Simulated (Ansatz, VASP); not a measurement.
## One calculation of Na6Bi, two programs

```
Na Bi
1.0
     3.70247    0.00000    0.00000
    -1.85123    3.20643    0.00000
     0.00000    0.00000   20.60235
Na Bi
6 1
Direct
  0.33333 0.66667 0.62307
  0.66667 0.33333 0.77675
  0.33333 0.66667 0.92608
  0.66667 0.33333 0.07392
  0.33333 0.66667 0.22325
  0.66667 0.33333 0.37693
  0.00000 0.00000 0.50000
```

Alike in both runs: functional PBE; k mesh 12 × 12 × 2; occupations gaussian, width 0.1 eV; no spin polarisation.

Ansatz relaxed the structure, and its values are those at the end. VASP's run is a single point on that final structure, the one shown.

```csv
,VASP,Ansatz
version,VASP 6.6.1,Ansatz 0.2.0
potentials or method,"VASP PAW PBE potentials, release 64 (Na_pv, Bi_d), cutoff 520 eV","scalar-relativistic, plane waves, PAW"
valence electrons in the cell,57,69
```

```tsv
	VASP	Ansatz	Ansatz less VASP
gap on the k mesh at the Fermi level (eV)	none	none	-
pressure (GPa)	0.0	0.0	+0.01
```

A gap of «none» marks a metal or a gap that the smearing closes. VASP's potentials hold 57 valence electrons a cell and Ansatz's 69, so a difference there can come from the potentials and not from the codes.

Spin-orbit coupling is off throughout.
